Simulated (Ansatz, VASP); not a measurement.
**GaBiTe2Se in VASP and in Ansatz**

```
Ga Bi Te Se
1.0
     4.58118    0.00000    0.00000
    -2.29059    3.96742    0.00000
     0.00000    0.00000    7.61312
Ga Bi Te Se
1 1 2 1
Direct
  0.66667 0.33333 0.63910
  0.33333 0.66667 0.99014
  0.66667 0.33333 0.26160
  0.00000 0.00000 0.73643
  0.00000 0.00000 0.37273
```

Change from the starting cell: species swapped into the CeZnCuP2 type (P3m1, No. 156).

Alike in both runs: task single point; functional PBE; k mesh 6 × 6 × 2; occupations gaussian, width 0.1 eV; no spin polarisation.

```csv
,VASP,Ansatz
version,VASP 6.6.1,Ansatz 0.2.0
potentials or method,"VASP PAW PBE potentials, release 64 (Ga_d, Bi_d, Te, Se), cutoff 520 eV","scalar-relativistic, plane waves, PAW"
valence electrons in the cell,46,76
```

Ansatz gave:

```
gap on the k mesh at the Fermi level (eV)                     : none
pressure (GPa)                                                : 8.0
traceless stress, the component that is largest in VASP (GPa) : -0.61
rms of the force components (eV/Å)                            : 0.623
```

Q: Estimate VASP's values.

A: gap on the k mesh at the Fermi level (eV): none; pressure (GPa): 8.0; traceless stress, the component that is largest in VASP (GPa): -0.61; rms of the force components (eV/Å): 0.624.

Atom by atom the forces differ by 0.002 eV/Å (rms over components). A gap of «none» marks a metal or a gap that the smearing closes. The functional is the same, so the differences come from potentials, cutoffs and numerics. VASP's potentials hold 46 valence electrons a cell and Ansatz's 76, so a difference there can come from the potentials and not from the codes.

The k mesh is coarse, so the values compare programs but aren't converged. Neither program's run includes spin-orbit coupling.
